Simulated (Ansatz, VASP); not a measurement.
**One calculation of SnSe, two programs**

File INCAR:

```
SYSTEM = SnSe
  ALGO = Normal
  EDIFF = 1E-8
  ENCUT = 400
  GGA = PE
  GGA_COMPAT = .FALSE.
  ISIF = 2
  ISMEAR = -1
  LASPH = .TRUE.
  LCHARG = .FALSE.
  LEFG = .TRUE.
  LREAL = .FALSE.
  LWAVE = .FALSE.
  NBANDS = 17
  NELM = 120
  PREC = Accurate
  SIGMA = 0.02
```

File KPOINTS:

```
k-points
0
G
  9 9 9
  0 0 0
```

The input POSCAR:

```
SnSe
1.0
   -0.0602000000      2.9799000000      2.9799000000
    2.9799000000     -0.0602000000      2.9799000000
    2.9799000000      2.9799000000     -0.0602000000
Sn Se
1 1
Direct
    0.0000000000      0.0000000000      0.0000000000
    0.5000000000      0.5000000000      0.5000000000
```

Input for Ansatz:

```yaml
crystal:
  lattice:
    - [-0.0602, 2.9799, 2.9799]
    - [2.9799, -0.0602, 2.9799]
    - [2.9799, 2.9799, -0.0602]
  atoms:
    - { symbol: Sn, position: [0.0, 0.0, 0.0] }
    - { symbol: Se, position: [0.5, 0.5, 0.5] }
kpoints:
  mp_grid: { grid: [9, 9, 9] }
scf:
  occupations: { method: fermi_dirac, width: 0.02 }
hamiltonian:
  xc: pbe
  pseudopotentials: { kind: paw }
output:
  forces: true
  stress: true
  eigenvalues: true
  efg: { contact_densities: true }
```

Change from the starting cell: equal xy, yz and zx shear strains of -2 %, PAW files.

Alike in both runs: task electric field gradients; functional PBE; k mesh 9 × 9 × 9; occupations fermi-dirac, width 0.02 eV; no spin polarisation.

|  | VASP | Ansatz |
| --- | --- | --- |
| version | VASP 6.6.1 | Ansatz 0.2.0 |
| potentials or method | VASP PAW PBE potentials, release 64 (Sn_d, Se) | PAW with Ansatz's default frozen-core files, scalar-relativistic |
| plane-wave cutoff (eV) | 400 | 420 |
| valence electrons in the cell | 20 | 30 |

Ansatz gave:

- pressure (GPa): 1.0
- traceless stress, the component that is largest in VASP (GPa): 0.36
- size of Vzz on the site where it differs most (V/Å²): 1.1

**Question.** Estimate VASP's values.

**Answer.** Pressure (GPa): 1.0; traceless stress, the component that is largest in VASP (GPa): 0.35; size of Vzz on the site where it differs most (V/Å²): 0.5.

VASP's potentials hold 20 valence electrons a cell and Ansatz's 30, so a difference there can come from the potentials and not from the codes.
